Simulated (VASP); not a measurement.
# H21C10N3O2 in VASP: further runs

The runs below take H21C10N3O2 through single point, with r2SCAN+D3(BJ).

Everything below comes from runs of VASP 6.6.1. Logs are shortened: lines on timing, memory, paths and dates and some standing lists are left out, and cuts for length are marked.

### Step 1. The cell of the first run

The cell holds a disordered packing, 36 atoms: a = 7.140 Å, b = 7.140 Å, c = 7.140 Å, α = 90.00°, β = 90.00°, γ = 90.00°.

### Step 2. Single point, r2SCAN+D3(BJ)

POSCAR

```
H21C10N3O2
1.0
    7.1400370000      0.0000000000      0.0000000000
    0.0000000000      7.1400370000      0.0000000000
    0.0000000000      0.0000000000      7.1400370000
C O H N
10 2 21 3
Direct
    0.8376847347      0.3721129176      0.9072081839
    0.8664660981      0.2168896324      0.7773629184
    0.1935844310      0.0752377054      0.2374217389
    0.3260207195      0.1893127445      0.1091170816
    0.5126163912      0.5405154063      0.5440167887
    0.4283451192      0.7248561877      0.5686805264
   -0.0201819682      0.5497030338      0.3472110859
   -0.0644954641      0.7014249366      0.4712860732
    0.3841296621      0.6851505111      1.0417593074
    0.5576441691      0.7829651303      1.0861428309
    1.0472494750      0.1653492832      0.7284696144
    0.4919722405      0.2483460520      0.2060213413
    1.0467452760      0.0438373078      0.6639601447
    0.7929510729      0.1028285988      0.8386791273
    0.7878250491      0.2547185680      0.6415092807
    0.6936098510      0.4155300596      0.8981606118
    0.8623764835      0.3361187064      1.0526556095
    0.9077403941      0.4917901686      0.8475866442
    0.5501932273      0.1377723953      0.2463992834
    0.3772529470      0.1320581392     -0.0316244860
    0.2496905828      0.3141300248      0.0711620962
    0.0517644376      0.0649436410      0.1695509421
    0.2215674793     -0.0760920427      0.2588501992
    0.2163154056      0.1602792815      0.3695779168
    0.5669718518      0.5140169442      0.4065805261
    0.5967336024      0.5029665813      0.6637220507
    0.3989475125      0.4329249274      0.5389327814
   -0.0536271731      0.5830361944      0.2034583294
    0.1285707623      0.5331344922      0.3571129954
   -0.1004196477      0.4296056169      0.3895077855
    0.4056701667      0.5635965192      0.9543788078
    0.3335697000      0.6085822805      1.1685093509
    0.3081636692      0.7728951545      0.9535104650
    0.3571970285      0.8629367047      0.5997167802
   -0.0784169606      0.8315923293      0.5663696141
    0.7005145772      0.8579087195      1.1084536397
```

INCAR.step1

```
SYSTEM = H21C10N3O2
PREC = Accurate
ENCUT = 1100
ISMEAR = -1
SIGMA = 0.02
LREAL = Auto
LASPH = .True.
NELM = 120
NBANDS = 68
GGA = PE
ALGO = Normal
EDIFF = 1E-5
LWAVE = .True.
LCHARG = .False.
GGA_COMPAT = .False.
```

INCAR.step2

```
SYSTEM = H21C10N3O2
PREC = Accurate
ENCUT = 1100
EDIFF = 1E-6
ISMEAR = -1
SIGMA = 0.02
LREAL = Auto
LASPH = .True.
NELM = 120
ALGO = Normal
ISIF = 2
LWAVE = .False.
LCHARG = .False.
METAGGA = R2SCAN
LMIXTAU = .True.
IVDW = 12
VDW_S6 = 1.0
VDW_S8 = 0.78981345
VDW_A1 = 0.49484001
VDW_A2 = 5.73083694
NBANDS = 68
ISTART = 1
GGA_COMPAT = .False.
```

KPOINTS

```
Automatic mesh
0
Gamma
  1 1 1
  0 0 0
```

Potentials or basis: VASP PAW PBE potentials, release 64 (C_h, O_h, H_h, N_h).

Started as:

```bash
cat potpaw_PBE.64/C_h/POTCAR potpaw_PBE.64/O_h/POTCAR potpaw_PBE.64/H_h/POTCAR potpaw_PBE.64/N_h/POTCAR > POTCAR
cp INCAR.step1 INCAR
mpirun -np 1 vasp_gam > vasp.out
cp INCAR.step2 INCAR
mpirun -np 1 vasp_gam > vasp.out
```

OUTCAR:

```text
SYSTEM = H21C10N3O2
   PREC = Accurate
   ENCUT = 1100
   EDIFF = 1E-6
   ISMEAR = -1
   LREAL = Auto
   LASPH = .True.
   NELM = 120
   ISIF = 2
   METAGGA = R2SCAN
   IVDW = 12
   ISTART = 1
 IVDW          = 12

 ion  position               nearest neighbor table
   1  0.838  0.372  0.907-  16 1.08  18 1.08  17 1.08   2 1.46
   2  0.866  0.217  0.777-  14 1.06  15 1.15  11 1.39   1 1.46
   3  0.194  0.075  0.237-  23 1.11  22 1.12  24 1.13
   4  0.326  0.189  0.109-  21 1.08  20 1.14  12 1.44
   5  0.513  0.541  0.544-  25 1.07  26 1.08  27 1.12   6 1.46
   6  0.428  0.725  0.569-  34 1.13   5 1.46
   7  0.980  0.550  0.347-  29 1.07  30 1.07  28 1.08   8 1.43
   8  0.936  0.701  0.471-  35 1.16   7 1.43
   9  0.384  0.685  0.042-  33 1.04  31 1.08  32 1.12  10 1.46
  10  0.558  0.783  0.086-  36 1.16   9 1.46
  11  0.047  0.165  0.728-  13 0.98   2 1.39
  12  0.492  0.248  0.206-  19 0.94   4 1.44
  13  0.047  0.044  0.664-  11 0.98
  14  0.793  0.103  0.839-   2 1.06
  15  0.788  0.255  0.642-   2 1.15
  16  0.694  0.416  0.898-   1 1.08
  17  0.862  0.336  0.053-   1 1.08
  18  0.908  0.492  0.848-   1 1.08
[... 16 lines left out ...]
  35  0.922  0.832  0.566-   8 1.16
  36  0.701  0.858  0.108-  10 1.16

  LATTYP: Found a simple cubic cell.
 ALAT       =     7.1400370000

  Lattice vectors:

 A1 = (   7.1400370000,   0.0000000000,   0.0000000000)
 A2 = (   0.0000000000,   7.1400370000,   0.0000000000)
 A3 = (   0.0000000000,   0.0000000000,   7.1400370000)

Analysis of symmetry for initial positions (statically):
=====================================================================
 Subroutine PRICEL returns:
 Original cell was already a primitive cell.

 Routine SETGRP: Setting up the symmetry group for a
 simple cubic supercell.

 Subroutine GETGRP returns: Found  1 space group operations
 (whereof  1 operations were pure point group operations)
 out of a pool of 48 trial point group operations.

The static configuration has the point symmetry C_1 .

Analysis of symmetry for dynamics (positions and initial velocities):
=====================================================================
 Subroutine PRICEL returns:
 Original cell was already a primitive cell.

 Routine SETGRP: Setting up the symmetry group for a
 simple cubic supercell.

 Subroutine GETGRP returns: Found  1 space group operations
[... 148 lines left out ...]
   LREAL  =      T    real-space projection
   EDIFFG = 0.1E-04   stopping-criterion for IOM
   NSW    =      0    number of steps for IOM
   IBRION =     -1    ionic relax: 0-MD 1-quasi-New 2-CG
   NFREE  =      0    steps in history (QN), initial steepest desc. (CG)
   ISIF   =      2    stress and relaxation
   ISYM   =      2    0-nonsym 1-usesym 2-fastsym
   POTIM  = 0.5000    time-step for ionic-motion
   TEBEG  =    0.0;   TEEND  =   0.0 temperature during run
   PSTRESS=    0.0 pullay stress
   NELECT =      88.0000    total number of electrons
   NUPDOWN=      -1.0000    fix difference up-down
   EMIN   =  10.00;   EMAX   =-10.00  energy-range for DOS
   EFERMI =   0.00;   METHOD = LEGACY
   ISMEAR =    -1;   SIGMA  =   0.02  broadening in eV -4-tet -1-fermi 0-gaus
   EFERMI_NEDOS =   21; number of points for ismear=-14 and -15
   IALGO  =     38    algorithm
   IMIX   =      4    mixing-type and parameters
     AMIX     =   0.40;   BMIX     =  1.00
     AMIX_MAG =   1.60;   BMIX_MAG =  1.00
  volume/ion in A,a.u.               =      10.11        68.23
  Fermi-wavevector in a.u.,A,eV,Ry     =   1.019848  1.927232 14.151270  1.040089
  Thomas-Fermi vector in A             =   2.153384
   LORBIT       =      0    0 simple, 1 ext, 2 COOP (PROOUT), +10 PAW based schemes
   METAGGA = R2SCAN    functional components
   LHFCALC =     F    Hartree Fock is set to
   AEXX    =    0.0000 exact exchange contribution
   IVDW    =    12    specifies the selected vdW correction
   LEPSILON=     F    determine dielectric tensor
   LRPA    =     F    only Hartree local field effects (RPA)
 non-spin polarized calculation
  energy-cutoff  :     1100.00
  volume of cell :      364.00
 maximum number of plane-waves:     15048
 NGX is ok and might be reduce to    80
   NGX = 39   NGY = 39   NGZ = 39

 number of electron      87.9999999 magnetization

 Free energy of the ion-electron system (eV)
  ---------------------------------------------------
  ext. energy  EPLUGINS =         0.00000000
  ---------------------------------------------------
  free energy    TOTEN  =      -216.39453487 eV

  energy without entropy =     -216.39453487  energy(sigma->0) =     -216.39453487

 E-fermi :  -1.2292     XC(G=0):  -7.6207

 val. band max:       -1.7660037615   @ k =   0.0000   0.0000   0.0000
 cond. band min:       3.1242825198   @ k =   0.0000   0.0000   0.0000
 fundamental gap:      4.8902862813
 Fermi energy:        -1.2291613286

 k-point     1 :       0.0000    0.0000    0.0000
  band No.  band energies     occupation
      1     -22.8786      2.00000
      2     -22.2099      2.00000
      3     -20.1749      2.00000
      4     -20.0550      2.00000
      5     -19.9415      2.00000
      6     -16.5622      2.00000
[... 48 lines left out ...]
     55       5.7308      0.00000
     56       6.1625      0.00000
 [bands above 56 left out]

------------------------ aborting loop because EDIFF is reached ----------------------------------------

 Edisp (eV)   -0.90864

 E8    (eV) :    -0.1520

  FORCE on cell =-STRESS in cart. coord.  units (eV):
  Direction    XX          YY          ZZ          XY          YZ          ZX
  --------------------------------------------------------------------------------------
  -------------------------------------------------------------------------------------
  Total       3.54018     4.02825    -1.79943    -4.39124     0.86475    -0.04538
  in kB      15.58239    17.73069    -7.92034   -19.32841     3.80627    -0.19974
  external pressure =        8.46 kB  Pullay stress =        0.00 kB

 VOLUME and BASIS-vectors are now :
 -----------------------------------------------------------------------------
  energy-cutoff  :     1100.00
  volume of cell :      364.00
      direct lattice vectors                 reciprocal lattice vectors
     7.140037000  0.000000000  0.000000000     0.140055297  0.000000000  0.000000000
     0.000000000  7.140037000  0.000000000     0.000000000  0.140055297  0.000000000
     0.000000000  0.000000000  7.140037000     0.000000000  0.000000000  0.140055297

 POSITION                                       TOTAL-FORCE (eV/Angst)
 -----------------------------------------------------------------------------------
      5.98110      2.65690      6.47750         0.380403      1.111061     -0.025318
      6.18660      1.54860      5.55040        -1.724514     -1.048108     -2.564926
      1.38220      0.53720      1.69520         0.236435      0.264744     -0.688035
      2.32780      1.35170      0.77910         0.645776     -0.971834     -1.295203
      3.66010      3.85930      3.88430        -2.089600     -0.428868      0.062394
      3.05840      5.17550      4.06040         1.524382     -3.001499     -0.457059
[... 28 lines left out ...]
      6.58014      5.93760      4.04390        -0.285817     -0.697473     -0.245010
      5.00170      6.12550      0.77436        -1.056738     -0.350281      0.119701
 -----------------------------------------------------------------------------------
    total drift:                                0.006117     -0.011447      0.000418

  FREE ENERGIE OF THE ION-ELECTRON SYSTEM (eV)
  ---------------------------------------------------
  free  energy   TOTEN  =      -217.3031749029 eV

  energy  without entropy=     -217.3031749029  energy(sigma->0) =     -217.30317490
```

OUTCAR.step1:

```text
SYSTEM = H21C10N3O2
   PREC = Accurate
   ENCUT = 1100
   ISMEAR = -1
   LREAL = Auto
   LASPH = .True.
   NELM = 120
[... 361 lines left out ...]
      3.05840      5.17550      4.06040         1.918475     -3.740500     -0.626771
[... 28 lines left out ...]
      6.58014      5.93760      4.04390        -0.340642      0.143653      0.364227
      5.00170      6.12550      0.77436        -0.156576      0.121152      0.233893
 -----------------------------------------------------------------------------------
    total drift:                                0.013909     -0.004386      0.001761

  FREE ENERGIE OF THE ION-ELECTRON SYSTEM (eV)
  ---------------------------------------------------
  free  energy   TOTEN  =      -203.0446578611 eV

  energy  without entropy=     -203.0446578611  energy(sigma->0) =     -203.04465786
```

It took 5.6 min on 1 thread of Intel Xeon Platinum 8559C (Emerald Rapids), shared host; peak memory 1.1 GiB.

What came out:

```
Free energy                : -217.3032 eV
Pressure                   : 0.8 GPa
Largest force              : 3.397 eV/Å
Band gap on the k mesh     : 4.89 eV
Dispersion energy per atom : -0.025 eV
```

Forces in eV/Å, atoms in the order of the input:
```
C    0.380  1.111 -0.025
C   -1.725 -1.048 -2.565
C    0.236  0.265 -0.688
C    0.646 -0.972 -1.295
C   -2.090 -0.429  0.062
C    1.524 -3.001 -0.457
C   -0.458  0.534  0.235
C    0.161  1.110  0.128
C    1.741 -1.697  1.538
C    0.900 -0.245 -0.399
O    1.336  0.414  0.369
O   -0.937  1.297 -0.192
H   -0.363  0.533  0.400
H   -0.542 -1.234  0.050
H    0.372 -0.393  0.957
H   -0.633 -0.257  0.218
H    0.448  0.241  0.021
H    0.822  0.729  0.656
H    0.860 -1.179  0.433
H   -0.915 -0.117  1.224
H   -0.113  0.385 -0.011
H    0.626  0.773  0.877
H    0.648  0.886  0.163
H   -1.215 -1.198 -0.641
H    0.965  0.336 -0.320
H    0.610  0.092 -0.195
H    0.187  0.537  0.471
H   -0.226  0.265 -0.227
H    0.548 -0.651  0.125
H    0.173 -0.715  0.047
H    0.854 -0.295 -0.465
H   -0.464  1.345 -0.669
H   -1.915  1.185 -0.243
N   -1.100  2.441  0.544
N   -0.286 -0.697 -0.245
N   -1.057 -0.350  0.120
```

Caveat: the k points lie up to 0.88 Å⁻¹ apart; the PAW data sets were made with another functional, which shifts forces and pressure a little.

### Step 3. Single point, r2SCAN+D3(BJ)

POSCAR

```
H21C10N3O2
1.0
    7.1400370000      0.0000000000      0.0000000000
    0.0000000000      7.1400370000      0.0000000000
    0.0000000000      0.0000000000      7.1400370000
C O H N
10 2 21 3
Direct
    0.8309340694      0.3276033444      0.9530622881
    0.8633988871      0.1884444016      0.7955140849
    0.1676601956      0.1310497411      0.2590322711
    0.2928136087      0.2092426132      0.1169321672
    0.4455999318      0.5120701755      0.5866216099
    0.4077009685      0.7056406010      0.5382605160
   -0.0405039918      0.5343669788      0.3641297657
   -0.0528568689      0.7050383632      0.4769162961
    0.4411321678      0.6856547102      1.0567592297
    0.6252488608      0.7745478070      1.1240557997
    1.0378657702      0.2051810096      0.6888899875
    0.4681488345      0.2510351137      0.1943967517
    1.0509469349      0.0923104460      0.6121396850
    0.8814660204      0.0494395197      0.8448275548
    0.7353603350      0.1861755058      0.7071111816
    0.6873493793      0.3135557981      0.9988743756
    0.9167179386      0.2910349064      1.0618292314
    0.8518303196      0.4687090557      0.9252052896
    0.4992971325      0.1357696046      0.2409931489
    0.3007267329      0.1181646538     -0.0114145067
    0.2396066015      0.3637656219      0.0992431832
    0.0297057284      0.1017221619      0.2110073099
    0.2576177126      0.0137254191      0.2978415938
    0.1300133319      0.2214414295      0.3767347424
    0.4681908511      0.4405859521      0.4509080275
    0.5772519106      0.5155575524      0.6572514960
    0.3283176264      0.4537371445      0.6643382940
   -0.1122823313      0.5545769581      0.2250968727
    0.0997613878      0.5009637905      0.3534015300
   -0.0981367464      0.4059362718      0.4403758692
    0.4943671861      0.5497170393      1.0126138002
    0.3295921296      0.6746883805      1.1762263977
    0.3813425617      0.7713265351      0.9306394351
    0.3775330576      0.8628106549      0.5401232515
   -0.0241595387      0.8443793779      0.5526722060
    0.7613405925      0.8623904890      1.1502461402
```

INCAR.step1

```
SYSTEM = H21C10N3O2
  PREC = Accurate
  ENCUT = 1100
  ISMEAR = -1
  SIGMA = 0.02
  LREAL = Auto
  LASPH = .True.
  NELM = 120
  NBANDS = 68
  GGA = PE
  ALGO = Normal
  EDIFF = 1E-5
  LWAVE = .True.
  LCHARG = .False.
  GGA_COMPAT = .False.
```

INCAR.step2

```
SYSTEM = H21C10N3O2
  PREC = Accurate
  ENCUT = 1100
  EDIFF = 1E-6
  ISMEAR = -1
  SIGMA = 0.02
  LREAL = Auto
  LASPH = .True.
  NELM = 120
  ALGO = Normal
  ISIF = 2
  LWAVE = .False.
  LCHARG = .False.
  METAGGA = R2SCAN
  LMIXTAU = .True.
  IVDW = 12
  VDW_S6 = 1.0
  VDW_S8 = 0.78981345
  VDW_A1 = 0.49484001
  VDW_A2 = 5.73083694
  NBANDS = 68
  ISTART = 1
  GGA_COMPAT = .False.
```

KPOINTS is that of step 2.

Potentials or basis: VASP PAW PBE potentials, release 64 (C_h, O_h, H_h, N_h).

Started as:

```bash
cat potpaw_PBE.64/C_h/POTCAR potpaw_PBE.64/O_h/POTCAR potpaw_PBE.64/H_h/POTCAR potpaw_PBE.64/N_h/POTCAR > POTCAR
cp INCAR.step1 INCAR
mpirun -np 1 vasp_gam > vasp.out
cp INCAR.step2 INCAR
mpirun -np 1 vasp_gam > vasp.out
```

OUTCAR:

```text
SYSTEM = H21C10N3O2
   PREC = Accurate
   ENCUT = 1100
   EDIFF = 1E-6
   ISMEAR = -1
   LREAL = Auto
   LASPH = .True.
   NELM = 120
   ISIF = 2
   METAGGA = R2SCAN
   IVDW = 12
   ISTART = 1
 IVDW          = 12

 ion  position               nearest neighbor table
   1  0.831  0.328  0.953-  17 1.02  18 1.04  16 1.08   2 1.52
   2  0.863  0.188  0.796-  14 1.06  15 1.11  11 1.46   1 1.52
   3  0.168  0.131  0.259-  22 1.06  23 1.09  24 1.09   4 1.46
   4  0.293  0.209  0.117-  20 1.13  21 1.17  12 1.40   3 1.46
[... 337 lines left out ...]
  Total      -0.33099     4.62434     1.31417     0.12986    -5.73060     3.67594
  in kB      -1.45688    20.35442     5.78441     0.57160   -25.22373    16.17997
  external pressure =        8.23 kB  Pullay stress =        0.00 kB

 VOLUME and BASIS-vectors are now :
 -----------------------------------------------------------------------------
  energy-cutoff  :     1100.00
  volume of cell :      364.00
      direct lattice vectors                 reciprocal lattice vectors
     7.140037000  0.000000000  0.000000000     0.140055297  0.000000000  0.000000000
     0.000000000  7.140037000  0.000000000     0.000000000  0.140055297  0.000000000
     0.000000000  0.000000000  7.140037000     0.000000000  0.000000000  0.140055297

 POSITION                                       TOTAL-FORCE (eV/Angst)
 -----------------------------------------------------------------------------------
      5.93290      2.33910      6.80490        -0.833089     -1.571867     -1.599121
      6.16470      1.34550      5.68000         0.241567     -0.130815     -1.234478
      1.19710      0.93570      1.84950         0.293719     -0.702033      0.720777
      2.09070      1.49400      0.83490        -1.807213      4.354459     -1.219284
      3.18160      3.65620      4.18850        -0.191742      0.540667     -2.008500
      2.91100      5.03830      3.84320         0.026655     -0.901071      1.369765
[... 28 lines left out ...]
      6.96754      6.02890      3.94610        -0.666298     -0.235870      0.187249
      5.43600      6.15750      1.07276        -1.666954     -1.218554     -0.194124
 -----------------------------------------------------------------------------------
    total drift:                                0.006790      0.000530      0.002308

  FREE ENERGIE OF THE ION-ELECTRON SYSTEM (eV)
  ---------------------------------------------------
  free  energy   TOTEN  =      -216.3514103450 eV

  energy  without entropy=     -216.3514103450  energy(sigma->0) =     -216.35141035
```

It took 6.1 min on 1 thread of Intel Xeon Platinum 8488C (Sapphire Rapids), shared host; peak memory 1.1 GiB.

Results:

* Free energy: -216.3514 eV
* Pressure: 0.8 GPa
* Largest force: 4.870 eV/Å
* Band gap on the k mesh: 4.63 eV
* Dispersion energy per atom: -0.025 eV

Forces in eV/Å, atoms in the order of the input:
```
C   -0.833 -1.572 -1.599
C    0.242 -0.131 -1.234
C    0.294 -0.702  0.721
C   -1.807  4.354 -1.219
C   -0.192  0.541 -2.009
C    0.027 -0.901  1.370
C   -3.269 -0.271  0.708
C    0.617 -0.500 -0.572
C    0.418  1.442  0.637
C   -0.921  1.306 -0.693
O   -0.532  1.403  0.085
O    0.095  1.504 -0.744
H   -0.341  0.095  0.621
H   -0.691 -0.903  1.060
H    0.557  0.108 -0.319
H   -0.183 -0.267  0.138
H    1.393 -0.437  2.043
H    0.497  1.965 -0.989
H    1.794 -2.482  1.556
H   -0.101  0.961  0.482
H    0.313 -1.986 -1.309
H   -0.429 -1.195 -0.731
H   -1.313 -0.632  0.966
H    1.121 -0.035  0.097
H   -0.189 -0.415  0.591
H    0.570 -0.375  0.725
H    0.121 -0.255  0.083
H    0.757 -0.187  1.191
H    2.210 -0.285 -0.571
H    0.157  1.336 -0.598
H   -0.791 -0.254 -0.116
H    1.701  0.141 -1.662
H    0.915 -1.095  1.734
N    0.126  1.178 -0.434
N   -0.666 -0.236  0.187
N   -1.667 -1.219 -0.194
```

Caveat: the k points lie up to 0.88 Å⁻¹ apart; the atoms stand as in a frame of molecular dynamics; the PAW data sets were made with another functional, which shifts forces and pressure a little.

[end of part 1 of 2]
